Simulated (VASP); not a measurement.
# MgO (P6_3/mmc) in VASP: notebook, part 2 of 2

VASP 6.6.1.

### 5 Single point, PBEsol

This run uses another cell than the first one, of the same volume but with other edges.

The input, INCAR:

```
SYSTEM = MgO
PREC = Accurate ; ENCUT = 520
EDIFF = 1E-6 ; ISMEAR = 0
SIGMA = 0.05 ; LREAL = .False.
LASPH = .True. ; NELM = 60
ALGO = Normal ; ISIF = 2
LWAVE = .False. ; LCHARG = .False.
GGA = PS ; NBANDS = 16
```

The input, KPOINTS:

```
regular mesh
0
Gamma
  9 9 6
  0 0 0
```

The input, POSCAR:

```
MgO
1.0
    3.7555867050      0.0000000000      0.0000000000
   -1.8777933525      3.2524334926      0.0000000000
    0.0000000000      0.0000000000      3.6005267763
Mg O
2 2
Direct
    0.6666666667      0.3333333333      0.7500000000
    0.3333333333      0.6666666667      0.2500000000
    0.6666666667      0.3333333333      0.2500000000
    0.3333333333      0.6666666667      0.7500000000
```

Potentials or basis: VASP PAW PBE potentials, release 64 (Mg, O).

Run with:

```bash
> cat potpaw_PBE.64/Mg/POTCAR potpaw_PBE.64/O/POTCAR > POTCAR
> mpirun -np 1 vasp_std > vasp.out
```

OUTCAR:

```text
SYSTEM = MgO
   PREC = Accurate
   ENCUT = 520
   EDIFF = 1E-6
   ISMEAR = 0
   LREAL = .False.
   LASPH = .True.
   NELM = 60
   ISIF = 2
   GGA = PS

 ion  position               nearest neighbor table
   1  0.667  0.333  0.750-   3 1.80   3 1.80   4 2.17   4 2.17   4 2.17   2 2.82   2 2.82   2 2.82
                             2 2.82   2 2.82   2 2.82
   2  0.333  0.667  0.250-   4 1.80   4 1.80   3 2.17   3 2.17   3 2.17   1 2.82   1 2.82   1 2.82
                             1 2.82   1 2.82   1 2.82
   3  0.667  0.333  0.250-   1 1.80   1 1.80   2 2.17   2 2.17   2 2.17
   4  0.333  0.667  0.750-   2 1.80   2 1.80   1 2.17   1 2.17   1 2.17

  LATTYP: Found a hexagonal cell.
 ALAT       =     3.7555867050
 C/A-ratio  =     0.9587121958

  Lattice vectors:

 A1 = (   3.7555867050,   0.0000000000,   0.0000000000)
 A2 = (  -1.8777933525,   3.2524334926,   0.0000000000)
 A3 = (   0.0000000000,   0.0000000000,   3.6005267763)

Analysis of symmetry for initial positions (statically):
=====================================================================
 Subroutine PRICEL returns:
 Original cell was already a primitive cell.

 Routine SETGRP: Setting up the symmetry group for a
 hexagonal supercell.

 Subroutine GETGRP returns: Found 24 space group operations
 (whereof 12 operations were pure point group operations)
 out of a pool of 24 trial point group operations.

The static configuration has the point symmetry D_3d.
 The point group associated with its full space group is D_6h.

Analysis of symmetry for dynamics (positions and initial velocities):
=====================================================================
 Subroutine PRICEL returns:
 Original cell was already a primitive cell.

 Routine SETGRP: Setting up the symmetry group for a
 hexagonal supercell.

 Subroutine GETGRP returns: Found 24 space group operations
 (whereof 12 operations were pure point group operations)
 out of a pool of 24 trial point group operations.

The dynamic configuration has the point symmetry D_3d.
 The point group associated with its full space group is D_6h.

 Subroutine INISYM returns: Found 24 space group operations
 (whereof 12 operations are pure point group operations),
 and found     1 'primitive' translations

----------------------------------------------------------------------------------------

                                     Primitive cell

  volume of cell :      43.9797

  direct lattice vectors                    reciprocal lattice vectors
     3.755586705  0.000000000  0.000000000     0.266269981  0.153731045  0.000000000
    -1.877793352  3.252433493  0.000000000     0.000000000  0.307462090  0.000000000
     0.000000000  0.000000000  3.600526776     0.000000000  0.000000000  0.277737137

  length of vectors
     3.755586705  3.755586705  3.600526776     0.307462090  0.307462090  0.277737137

  position of ions in fractional coordinates (direct lattice)
     0.666666667  0.333333333  0.750000000
     0.333333333  0.666666667  0.250000000
     0.666666667  0.333333333  0.250000000
     0.333333333  0.666666667  0.750000000

  ion indices of the primitive-cell ions
   primitive index   ion index
                 1           1
                 2           2
                 3           3
                 4           4

----------------------------------------------------------------------------------------

 KPOINTS: regular mesh

[... 29 lines left out ...]
  0.111111  0.111111  0.000000      6.000000
[... 16 lines left out ...]
  0.333333  0.222222  0.166667     24.000000
  0.333333  0.333333  0.166667      4.000000
 [... further k-points ...]
   k-points           NKPTS =     48   k-points in BZ     NKDIM =     48   number of bands    NBANDS=     16
   number of dos      NEDOS =    301   number of ions     NIONS =      4
   total plane-waves  NPLWV =  21952
   dimension x,y,z NGX =    28 NGY =   28 NGZ =   28
   dimension x,y,z NGXF=    56 NGYF=   56 NGZF=   56
   ions per type =               2   2
   NGX,Y,Z   is equivalent  to a cutoff of  12.39, 12.39, 12.93 a.u.
   NGXF,Y,Z  is equivalent  to a cutoff of  24.79, 24.79, 25.86 a.u.
 SYSTEM =  MgO
   PREC   = accura    normal or accurate (medium, high low for compatibility)
   ISTART =      0    job   : 0-new  1-cont  2-samecut
   ICHARG =      2    charge: 1-file 2-atom 10-const
   ISPIN  =      1    spin polarized calculation?
   LNONCOLLINEAR =      F non collinear calculations
   LSORBIT =      F    spin-orbit coupling
   LASPH  =      T    aspherical Exc in radial PAW
   ENCUT  =  520.0 eV  38.22 Ry    6.18 a.u.   6.98  6.98  6.69*2*pi/ulx,y,z
   NELM   =     60;   NELMIN=  2; NELMDL= -5     # of ELM steps
   EDIFF  = 0.1E-05   stopping-criterion for ELM
   LREAL  =      F    real-space projection
   EDIFFG = 0.1E-04   stopping-criterion for IOM
   NSW    =      0    number of steps for IOM
   IBRION =     -1    ionic relax: 0-MD 1-quasi-New 2-CG
   NFREE  =      0    steps in history (QN), initial steepest desc. (CG)
   ISIF   =      2    stress and relaxation
   ISYM   =      2    0-nonsym 1-usesym 2-fastsym
   POTIM  = 0.5000    time-step for ionic-motion
   TEBEG  =    0.0;   TEEND  =   0.0 temperature during run
   PSTRESS=    0.0 pullay stress
   NELECT =      16.0000    total number of electrons
   NUPDOWN=      -1.0000    fix difference up-down
   EMIN   =  10.00;   EMAX   =-10.00  energy-range for DOS
   EFERMI =   0.00;   METHOD = LEGACY
   ISMEAR =     0;   SIGMA  =   0.05  broadening in eV -4-tet -1-fermi 0-gaus
   EFERMI_NEDOS =   21; number of points for ismear=-14 and -15
   IALGO  =     38    algorithm
   IMIX   =      4    mixing-type and parameters
     AMIX     =   0.40;   BMIX     =  1.00
     AMIX_MAG =   1.60;   BMIX_MAG =  1.00
  volume/ion in A,a.u.               =      10.99        74.20
  Fermi-wavevector in a.u.,A,eV,Ry     =   1.168685  2.208494 18.583167  1.365824
  Thomas-Fermi vector in A             =   2.305168
   LORBIT       =      0    0 simple, 1 ext, 2 COOP (PROOUT), +10 PAW based schemes
   GGA     = PS    functional components
   LHFCALC =     F    Hartree Fock is set to
   AEXX    =    0.0000 exact exchange contribution
   IVDW    =     0    specifies the selected vdW correction
   LEPSILON=     F    determine dielectric tensor
   LRPA    =     F    only Hartree local field effects (RPA)
 non-spin polarized calculation
 Gauss-broadening in eV      SIGMA  =   0.05
  energy-cutoff  :      520.00
  volume of cell :       43.98
 maximum number of plane-waves:      1195
 NGX is ok and might be reduce to    28

 number of electron      16.0000008 magnetization

 Free energy of the ion-electron system (eV)
  ---------------------------------------------------
  ext. energy  EPLUGINS =         0.00000000
  ---------------------------------------------------
  free energy    TOTEN  =       -23.52508729 eV

  energy without entropy =      -23.52508729  energy(sigma->0) =      -23.52508729

 E-fermi :   1.9468     XC(G=0): -10.1788

 val. band max:        1.6724134468   @ k =   0.4444  -0.0000   0.0000
 cond. band min:       4.8959809021   @ k =   0.0000   0.0000   0.0000
 fundamental gap:      3.2235674553
 Fermi energy:         1.9468203519

 k-point     1 :       0.0000    0.0000    0.0000
  band No.  band energies     occupation
      1     -15.2311      2.00000
      2     -13.5880      2.00000
      3      -1.2403      2.00000
      4      -0.4218      2.00000
      5      -0.4218      2.00000
      6       1.1294      2.00000
[... 433 lines left out ...]
      3      -1.9315      2.00000
      4      -1.0191      2.00000
      5      -1.0191      2.00000
      6       0.7110      2.00000
[... 8 lines left out ...]
     15      17.8352      0.00000
     16      18.7217      0.00000

 [... further k-points ...]

------------------------ aborting loop because EDIFF is reached ----------------------------------------

  FORCE on cell =-STRESS in cart. coord.  units (eV):
  Direction    XX          YY          ZZ          XY          YZ          ZX
  --------------------------------------------------------------------------------------
  -------------------------------------------------------------------------------------
  Total       -1.3568995     -1.3568995     18.7294550      0.0000000      0.0000000      0.0000000
  in kB      -49.4317512    -49.4317512    682.3127075      0.0000000      0.0000000      0.0000000
  external PRESSURE =     194.4830683 kB  Pullay stress =       0.0000000 kB

 VOLUME and BASIS-vectors are now :
 -----------------------------------------------------------------------------
  energy-cutoff  :      520.00
  volume of cell :       43.98
      direct lattice vectors                 reciprocal lattice vectors
     3.755586705  0.000000000  0.000000000     0.266269981  0.153731045  0.000000000
    -1.877793352  3.252433493  0.000000000     0.000000000  0.307462090  0.000000000
     0.000000000  0.000000000  3.600526776     0.000000000  0.000000000  0.277737137

 POSITION                                       TOTAL-FORCE (eV/Angst)
 -----------------------------------------------------------------------------------
      1.87779      1.08414      2.70040         0.000000     -0.000000      0.000000
     -0.00000      2.16829      0.90013         0.000000     -0.000000      0.000000
      1.87779      1.08414      0.90013        -0.000000      0.000000      0.000000
     -0.00000      2.16829      2.70040        -0.000000     -0.000000      0.000000
 -----------------------------------------------------------------------------------
    total drift:                               -0.000000      0.000000     -0.000000

  FREE ENERGIE OF THE ION-ELECTRON SYSTEM (eV)
  ---------------------------------------------------
  free  energy   TOTEN  =       -23.5250872872 eV

  energy  without entropy=      -23.5250872872  energy(sigma->0) =      -23.52508729
```

stdout:

```text
POSCAR found type information on POSCAR MgO
 POSCAR found :  2 types and       4 ions
 scaLAPACK will be used
 -----------------------------------------------------------------------------
|                                                                             |
|                                                                             |
|     You enforced a specific xc type in the INCAR file but a different       |
|     I HOPE YOU KNOW WHAT YOU ARE DOING!                                     |
|                                                                             |
 -----------------------------------------------------------------------------

 LDA part: xc-table for (Slater+PW92), standard interpolation
 POSCAR, INCAR and KPOINTS ok, starting setup
 FFT: planning ... GRIDC
 FFT: planning ... GRID_SOFT
 FFT: planning ... GRID
 WAVECAR not read
 entering main loop
```

Wall time 16 s (1 thread of Intel Xeon Platinum 8488C (Sapphire Rapids), shared host); peak memory 0.17 GiB.

What came out:

```yaml
Free_energy: -23.5251 eV
Pressure: 19.4 GPa
Band_gap_on_the_k_mesh: 3.22 eV, indirect (least direct gap 3.46 eV)
```

Stress tensor (GPa, compression positive):
```
-4.94  0.00  0.00
 0.00 -4.94  0.00
 0.00  0.00 68.23
```

Caveat: the PAW data sets were made with another functional, which shifts forces and pressure a little. A k mesh can miss the band edges.

### 6 Single point, PBEsol

This run uses another cell than the first one, of the same volume but with other edges.

The input, INCAR:

```
SYSTEM = MgO
PREC     = Accurate       ! precision mode
ENCUT    = 520            ! plane-wave cutoff, eV
EDIFF    = 1E-6           ! SCF threshold, eV
ISMEAR   = 0              ! smearing method
SIGMA    = 0.05           ! smearing width, eV
LREAL    = .False.        ! projectors in reciprocal space
LASPH    = .True.         ! aspherical terms in the spheres
NELM     = 60             ! most SCF steps
ALGO     = Normal         ! electronic algorithm
ISIF     = 2              ! what is computed and relaxed
LWAVE    = .False.        ! write WAVECAR
LCHARG   = .False.        ! write CHGCAR
GGA      = PS             ! functional
NBANDS   = 16             ! bands
```

The input, KPOINTS:

```
Automatic mesh
0
Gamma
  9 9 6
  0 0 0
```

The input, POSCAR:

```
MgO
1.0
    3.1944297208      0.0000000000      0.0000000000
   -1.5972148604      2.7664572888      0.0000000000
    0.0000000000      0.0000000000      4.9766254392
Mg O
2 2
Direct
    0.6666666667      0.3333333333      0.7500000000
    0.3333333333      0.6666666667      0.2500000000
    0.6666666667      0.3333333333      0.2500000000
    0.3333333333      0.6666666667      0.7500000000
```

Potentials or basis: VASP PAW PBE potentials, release 64 (Mg, O).

Run with:

```bash
> cat potpaw_PBE.64/Mg/POTCAR potpaw_PBE.64/O/POTCAR > POTCAR
> mpirun -np 1 vasp_std > vasp.out
```

Run time: 14 s. Hardware: 1 thread of Intel Xeon Platinum 8488C (Sapphire Rapids), shared host; peak memory 0.17 GiB.

The run converged. Its results:

```yaml
Free_energy: -23.8044 eV
Pressure: 16.1 GPa
Band_gap_on_the_k_mesh: 3.20 eV, direct
```

Stress tensor (GPa, compression positive):
```
 29.22   0.00   0.00
  0.00  29.22   0.00
  0.00   0.00 -10.11
```

Levels at points of the mesh, in eV from the valence-band top:
```csv
k point,band 6,band 7,band 8,band 9,band 10,band 11
"(0.00, 0.00, 0.00)",-1.06,-1.06,0.00,3.20,9.19,10.05
"(0.00, 0.00, 0.50)",-1.24,-1.24,-1.24,6.10,6.10,12.94
```

Caveat: the PAW data sets were made with another functional, which shifts forces and pressure a little.

### 7 The runs side by side

```tsv
cell	gap on the mesh (eV)	pressure (GPa)
a = 3.377, b = 3.377, c = 4.452 Å, angles 90.0, 90.0, 120.0°, 4 atoms	3.21	2.6
a = 3.534, b = 3.534, c = 4.066 Å, angles 90.0, 90.0, 120.0°, 4 atoms	3.36	1.5
a = 3.430, b = 3.430, c = 4.316 Å, angles 90.0, 90.0, 120.0°, 4 atoms	3.26	1.1
a = 3.756, b = 3.756, c = 3.601 Å, angles 90.0, 90.0, 120.0°, 4 atoms	3.22	19.4
a = 3.194, b = 3.194, c = 4.977 Å, angles 90.0, 90.0, 120.0°, 4 atoms	3.20	16.1
```

Alike in all rows: task single point; level PBEsol; potentials or basis VASP PAW PBE potentials, release 64 (Mg, O); no spin polarisation; k mesh 9 × 9 × 6; cutoff (eV) 520; smearing gaussian 0.05 eV.

Caveats: the PAW data sets were made with another functional, which shifts forces and pressure a little.

Absolute energies hang on the potentials; compare differences alone.
